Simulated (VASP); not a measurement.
# TiPt3 (Pm-3m) in VASP: further runs

The runs below take TiPt3 through single point, relaxation of the atoms, with PBE.

All numbers are computed with VASP 6.6.1; they aren't measurements. Logs are shortened: lines on timing, memory, paths and dates and some standing lists are left out, and cuts for length are marked.

**1. The cell of the first run**

It takes space group Pm-3m (No. 221, cubic). Conventional cell: a = 3.897 Å, b = 3.897 Å, c = 3.897 Å, α = 90.00°, β = 90.00°, γ = 90.00°. Ti (site symmetry m-3m) has 12 Pt at 2.76 Å within 3.6 Å. Within 3.6 Å of Pt (site symmetry 4/mmm) lie 4 Ti at 2.76 Å and 8 Pt at 2.76 Å.

**2. Single point, PBE**

The input, INCAR:

```
  PREC = Accurate
  ENCUT = 520
  EDIFF = 1E-7
  ISMEAR = -1
  SIGMA = 0.05
  LREAL = False
  LASPH = True
  NELM = 100
  ALGO = Normal
  ISIF = 2
  LWAVE = False
  LCHARG = True
  GGA = PE
  LELF = True
  LVHAR = True
  NBANDS = 29
```

The input, KPOINTS:

```
regular mesh
0
Gamma
  9 9 9
```

The input, POSCAR:

```
TiPt3
1.0
    3.8970000000      0.0000000000      0.0000000000
    0.0000000000      3.8970000000      0.0000000000
    0.0000000000      0.0000000000      3.8970000000
Ti Pt
1 3
Direct
    0.0000000000      0.0000000000      0.0000000000
    0.0000000000      0.5000000000      0.5000000000
    0.5000000000      0.0000000000      0.5000000000
    0.5000000000      0.5000000000      0.0000000000
```

Potentials or basis: VASP PAW PBE potentials, release 64 (Ti_sv, Pt).

Started as:

```
$ cat potpaw_PBE.64/Ti_sv/POTCAR potpaw_PBE.64/Pt/POTCAR > POTCAR
$ mpirun -np 1 vasp_std > vasp.out
```

OUTCAR:

```text
PREC = Accurate
   ENCUT = 520
   EDIFF = 1E-7
   ISMEAR = -1
   LREAL = False
   LASPH = True
   NELM = 100
   ISIF = 2
   GGA = PE

 ion  position               nearest neighbor table
   1  0.000  0.000  0.000-   2 2.76   3 2.76   4 2.76   2 2.76   3 2.76   2 2.76   4 2.76   2 2.76
                             3 2.76   4 2.76   3 2.76   4 2.76
   2  0.000  0.500  0.500-   1 2.76   3 2.76   4 2.76   1 2.76   4 2.76   1 2.76   3 2.76   1 2.76
                             3 2.76   4 2.76   4 2.76   3 2.76
   3  0.500  0.000  0.500-   1 2.76   2 2.76   4 2.76   1 2.76   4 2.76   2 2.76   4 2.76   4 2.76
                             1 2.76   2 2.76   1 2.76   2 2.76
   4  0.500  0.500  0.000-   1 2.76   2 2.76   3 2.76   2 2.76   3 2.76   1 2.76   3 2.76   3 2.76
                             1 2.76   2 2.76   2 2.76   1 2.76

  LATTYP: Found a simple cubic cell.
 ALAT       =     3.8970000000

  Lattice vectors:

 A1 = (   3.8970000000,   0.0000000000,   0.0000000000)
 A2 = (   0.0000000000,   3.8970000000,   0.0000000000)
 A3 = (   0.0000000000,   0.0000000000,   3.8970000000)

Analysis of symmetry for initial positions (statically):
=====================================================================
 Subroutine PRICEL returns:
 Original cell was already a primitive cell.

 Routine SETGRP: Setting up the symmetry group for a
 simple cubic supercell.

 Subroutine GETGRP returns: Found 48 space group operations
 (whereof 48 operations were pure point group operations)
 out of a pool of 48 trial point group operations.

The static configuration has the point symmetry O_h .

Analysis of symmetry for dynamics (positions and initial velocities):
=====================================================================
 Subroutine PRICEL returns:
 Original cell was already a primitive cell.

 Routine SETGRP: Setting up the symmetry group for a
 simple cubic supercell.

 Subroutine GETGRP returns: Found 48 space group operations
 (whereof 48 operations were pure point group operations)
 out of a pool of 48 trial point group operations.

The dynamic configuration has the point symmetry O_h .

 Subroutine INISYM returns: Found 48 space group operations
 (whereof 48 operations are pure point group operations),
 and found     1 'primitive' translations

----------------------------------------------------------------------------------------

[... 89 lines left out ...]
   ICHARG =      2    charge: 1-file 2-atom 10-const
   ISPIN  =      1    spin polarized calculation?
   LNONCOLLINEAR =      F non collinear calculations
   LSORBIT =      F    spin-orbit coupling
   LASPH  =      T    aspherical Exc in radial PAW
   ENCUT  =  520.0 eV  38.22 Ry    6.18 a.u.   7.25  7.25  7.25*2*pi/ulx,y,z
   NELM   =    100;   NELMIN=  2; NELMDL= -5     # of ELM steps
   EDIFF  = 0.1E-06   stopping-criterion for ELM
   LREAL  =      F    real-space projection
   EDIFFG = 0.1E-05   stopping-criterion for IOM
   NSW    =      0    number of steps for IOM
   IBRION =     -1    ionic relax: 0-MD 1-quasi-New 2-CG
   NFREE  =      0    steps in history (QN), initial steepest desc. (CG)
   ISIF   =      2    stress and relaxation
   ISYM   =      2    0-nonsym 1-usesym 2-fastsym
   POTIM  = 0.5000    time-step for ionic-motion
   TEBEG  =    0.0;   TEEND  =   0.0 temperature during run
   PSTRESS=    0.0 pullay stress
   NELECT =      42.0000    total number of electrons
   NUPDOWN=      -1.0000    fix difference up-down
   EMIN   =  10.00;   EMAX   =-10.00  energy-range for DOS
   EFERMI =   0.00;   METHOD = LEGACY
   ISMEAR =    -1;   SIGMA  =   0.05  broadening in eV -4-tet -1-fermi 0-gaus
   EFERMI_NEDOS =   21; number of points for ismear=-14 and -15
   IALGO  =     38    algorithm
   IMIX   =      4    mixing-type and parameters
     AMIX     =   0.40;   BMIX     =  1.00
     AMIX_MAG =   1.60;   BMIX_MAG =  1.00
  volume/ion in A,a.u.               =      14.80        99.85
  Fermi-wavevector in a.u.,A,eV,Ry     =   1.460251  2.759474 29.012153  2.132333
  Thomas-Fermi vector in A             =   2.576723
   LORBIT       =      0    0 simple, 1 ext, 2 COOP (PROOUT), +10 PAW based schemes
   GGA     = PE    functional components
   LHFCALC =     F    Hartree Fock is set to
   AEXX    =    0.0000 exact exchange contribution
   IVDW    =     0    specifies the selected vdW correction
   LEPSILON=     F    determine dielectric tensor
   LRPA    =     F    only Hartree local field effects (RPA)
 non-spin polarized calculation
  energy-cutoff  :      520.00
  volume of cell :       59.18
 maximum number of plane-waves:      1605
 NGX is ok and might be reduce to    30
   NGX = 15   NGY = 15   NGZ = 15

 number of electron      41.9999997 magnetization

 Free energy of the ion-electron system (eV)
  ---------------------------------------------------
  ext. energy  EPLUGINS =         0.00000000
  ---------------------------------------------------
  free energy    TOTEN  =       -29.49182596 eV

  energy without entropy =      -29.47977137  energy(sigma->0) =      -29.48579866

 E-fermi :  11.8820     XC(G=0): -13.2833

 val. band max:       11.8565525104   @ k =   0.4444   0.1111   0.1111
 cond. band min:      11.9141484806   @ k =   0.0000   0.0000   0.0000
 fundamental gap:      0.0575959702
 Fermi energy:        11.8820443315

 k-point     1 :       0.0000    0.0000    0.0000
  band No.  band energies     occupation
      1     -46.3150      2.00000
      2     -22.5343      2.00000
      3     -22.5343      2.00000
      4     -22.5343      2.00000
      5       1.6429      2.00000
      6       4.4381      2.00000
[... 757 lines left out ...]
     28      16.0151      0.00000
     29      19.4334      0.00000

 [... further k-points ...]
[... 5 lines left out ...]
  --------------------------------------------------------------------------------------
  -------------------------------------------------------------------------------------
  Total        3.6111092      3.6111092      3.6111092      0.0000000      0.0000000     -0.0000000
  in kB       97.7597281     97.7597281     97.7597281      0.0000000      0.0000000     -0.0000000
  external PRESSURE =      97.7597281 kB  Pullay stress =       0.0000000 kB

 VOLUME and BASIS-vectors are now :
 -----------------------------------------------------------------------------
  energy-cutoff  :      520.00
  volume of cell :       59.18
      direct lattice vectors                 reciprocal lattice vectors
     3.897000000  0.000000000  0.000000000     0.256607647  0.000000000  0.000000000
     0.000000000  3.897000000  0.000000000     0.000000000  0.256607647  0.000000000
     0.000000000  0.000000000  3.897000000     0.000000000  0.000000000  0.256607647

 POSITION                                       TOTAL-FORCE (eV/Angst)
 -----------------------------------------------------------------------------------
      0.00000      0.00000      0.00000         0.000000      0.000000      0.000000
      0.00000      1.94850      1.94850         0.000000      0.000000      0.000000
      1.94850      0.00000      1.94850         0.000000      0.000000      0.000000
      1.94850      1.94850      0.00000         0.000000      0.000000      0.000000
 -----------------------------------------------------------------------------------
    total drift:                                0.000000      0.000000     -0.000000

  FREE ENERGIE OF THE ION-ELECTRON SYSTEM (eV)
  ---------------------------------------------------
  free  energy   TOTEN  =       -29.4918259604 eV

  energy  without entropy=      -29.4797713693  energy(sigma->0) =      -29.48579866
```

OSZICAR:

```text
N       E                     dE             d eps       ncg     rms          rms(c)
DAV:   1     0.379477057451E+03    0.37948E+03   -0.20935E+04  2030   0.157E+03
DAV:   2    -0.470329307000E+01   -0.38418E+03   -0.36311E+03  2150   0.405E+02
DAV:   3    -0.316466193128E+02   -0.26943E+02   -0.25821E+02  2570   0.103E+02
DAV:   4    -0.325311906063E+02   -0.88457E+00   -0.88124E+00  2522   0.170E+01
DAV:   5    -0.325562268740E+02   -0.25036E-01   -0.25034E-01  2464   0.281E+00    0.226E+01
DAV:   6    -0.308451792288E+02    0.17110E+01   -0.10905E+01  2220   0.284E+01    0.141E+01
DAV:   7    -0.304558299499E+02    0.38935E+00   -0.19976E+01  2577   0.288E+01    0.108E+01
DAV:   8    -0.296016348513E+02    0.85420E+00   -0.96020E-01  2152   0.949E+00    0.432E+00
DAV:   9    -0.295664368842E+02    0.35198E-01   -0.12132E+00  2881   0.636E+00    0.278E+00
DAV:  10    -0.294922877317E+02    0.74149E-01   -0.27535E-01  2371   0.373E+00    0.428E-01
DAV:  11    -0.294958689285E+02   -0.35812E-02   -0.55993E-03  2362   0.594E-01    0.629E-01
DAV:  12    -0.294918111973E+02    0.40577E-02   -0.14182E-02  2625   0.776E-01    0.213E-02
DAV:  13    -0.294918268450E+02   -0.15648E-04   -0.19282E-04  2245   0.984E-02    0.141E-02
DAV:  14    -0.294918267472E+02    0.97808E-07   -0.19782E-05  2656   0.317E-02    0.128E-02
DAV:  15    -0.294918258637E+02    0.88351E-06   -0.42831E-06  2278   0.181E-02    0.223E-03
DAV:  16    -0.294918259604E+02   -0.96721E-07   -0.20998E-07  1839   0.309E-03
   1 F= -.29491826E+02 E0= -.29485799E+02  d E =-.120546E-01
```

Run time: 44 s. Hardware: 1 thread of Intel Xeon Platinum 8488C (Sapphire Rapids), shared host; peak memory 0.2 GiB.

What came out:

```
Free energy            : -29.4918 eV
Pressure               : 9.8 GPa
Band gap on the k mesh : zero (band 21 reaches 13.27 eV, above the bottom of band 22 at 11.72 eV)
```

Caveat: spin-orbit coupling is left out, which moves the levels of the heavy elements.

**3. Relaxation of the atoms, PBE**

The input, INCAR:

```
SYSTEM = TiPt3
PREC = Accurate ; ENCUT = 520
EDIFF = 1E-7 ; ISMEAR = -1
SIGMA = 0.05 ; LREAL = .FALSE.
LASPH = .TRUE. ; NELM = 80
ALGO = Normal ; ISIF = 2
LWAVE = .FALSE. ; LCHARG = .FALSE.
GGA = PE ; IBRION = 2
NSW = 80 ; EDIFFG = -0.02
```

The input, KPOINTS:

```
regular mesh
0
G
  9 9 9
  0 0 0
```

POSCAR is that of step 2.

Potentials or basis: VASP PAW PBE potentials, release 64 (Ti_sv, Pt).

Started as:

```
$ cat potpaw_PBE.64/Ti_sv/POTCAR potpaw_PBE.64/Pt/POTCAR > POTCAR
$ mpirun -np 1 vasp_std > vasp.out
```

OUTCAR:

```text
SYSTEM = TiPt3
   PREC = Accurate
   ENCUT = 520
   EDIFF = 1E-7
   ISMEAR = -1
   LREAL = .FALSE.
   LASPH = .TRUE.
   NELM = 80
   ISIF = 2
   GGA = PE
   IBRION = 2
   NSW = 80
   EDIFFG = -0.02

 ion  position               nearest neighbor table
   1  0.000  0.000  0.000-   2 2.76   3 2.76   4 2.76   2 2.76   3 2.76   2 2.76   4 2.76   2 2.76
                             3 2.76   4 2.76   3 2.76   4 2.76
   2  0.000  0.500  0.500-   1 2.76   3 2.76   4 2.76   1 2.76   4 2.76   1 2.76   3 2.76   1 2.76
                             3 2.76   4 2.76   4 2.76   3 2.76
   3  0.500  0.000  0.500-   1 2.76   2 2.76   4 2.76   1 2.76   4 2.76   2 2.76   4 2.76   4 2.76
                             1 2.76   2 2.76   1 2.76   2 2.76
   4  0.500  0.500  0.000-   1 2.76   2 2.76   3 2.76   2 2.76   3 2.76   1 2.76   3 2.76   3 2.76
                             1 2.76   2 2.76   2 2.76   1 2.76

  LATTYP: Found a simple cubic cell.
 ALAT       =     3.8970000000

  Lattice vectors:

 A1 = (   3.8970000000,   0.0000000000,   0.0000000000)
 A2 = (   0.0000000000,   3.8970000000,   0.0000000000)
 A3 = (   0.0000000000,   0.0000000000,   3.8970000000)

Analysis of symmetry for initial positions (statically):
=====================================================================
[... 176 lines left out ...]

 E-fermi :  11.8821     XC(G=0): -13.2833

 val. band max:       11.8565591187   @ k =   0.4444   0.1111   0.1111
 cond. band min:      11.9141988257   @ k =   0.0000   0.0000   0.0000
 fundamental gap:      0.0576397070
 Fermi energy:        11.8820653446

 k-point     1 :       0.0000    0.0000    0.0000
  band No.  band energies     occupation
      1     -46.3150      2.00000
      2     -22.5343      2.00000
      3     -22.5343      2.00000
      4     -22.5343      2.00000
      5       1.6429      2.00000
      6       4.4382      2.00000
[... 661 lines left out ...]
     24      12.6659      0.00000
     25      12.7459      0.00000

 [... further k-points ...]
[... 5 lines left out ...]
  --------------------------------------------------------------------------------------
  -------------------------------------------------------------------------------------
  Total        3.6089318      3.6089318      3.6089318      0.0000000      0.0000000     -0.0000000
  in kB       97.7007815     97.7007815     97.7007815      0.0000000      0.0000000     -0.0000000
  external PRESSURE =      97.7007815 kB  Pullay stress =       0.0000000 kB

 VOLUME and BASIS-vectors are now :
 -----------------------------------------------------------------------------
  energy-cutoff  :      520.00
  volume of cell :       59.18
      direct lattice vectors                 reciprocal lattice vectors
     3.897000000  0.000000000  0.000000000     0.256607647  0.000000000  0.000000000
     0.000000000  3.897000000  0.000000000     0.000000000  0.256607647  0.000000000
     0.000000000  0.000000000  3.897000000     0.000000000  0.000000000  0.256607647

 POSITION                                       TOTAL-FORCE (eV/Angst)
 -----------------------------------------------------------------------------------
      0.00000      0.00000      0.00000         0.000000      0.000000      0.000000
      0.00000      1.94850      1.94850         0.000000      0.000000      0.000000
      1.94850      0.00000      1.94850         0.000000      0.000000      0.000000
      1.94850      1.94850      0.00000         0.000000      0.000000      0.000000
 -----------------------------------------------------------------------------------
    total drift:                                0.000000      0.000000     -0.000000

  FREE ENERGIE OF THE ION-ELECTRON SYSTEM (eV)
  ---------------------------------------------------
  free  energy   TOTEN  =       -29.4918259752 eV

  energy  without entropy=      -29.4797711058  energy(sigma->0) =      -29.48579854

 reached required accuracy - stopping structural energy minimisation
```

Run time: 45 s. Hardware: 1 thread of Intel Xeon Platinum 8488C (Sapphire Rapids), shared host; peak memory 0.2 GiB.

Results:

* Free energy: -29.4918 eV
* Pressure after relaxing: 9.8 GPa
* Band gap on the k mesh: zero (band 21 reaches 13.27 eV, above the bottom of band 22 at 11.72 eV)

Final structure:
```yaml
crystal:
  lattice:
    - [3.89700, 0.00000, 0.00000]
    - [0.00000, 3.89700, 0.00000]
    - [0.00000, 0.00000, 3.89700]
  atoms:
    - { symbol: Ti, position: [0.00000, 0.00000, 0.00000] }
    - { symbol: Pt, position: [0.00000, 0.50000, 0.50000] }
    - { symbol: Pt, position: [0.50000, 0.00000, 0.50000] }
    - { symbol: Pt, position: [0.50000, 0.50000, 0.00000] }
```

Caveat: the relaxation stopped at its first step, so nothing moved; spin-orbit coupling is left out, which moves the levels of the heavy elements.
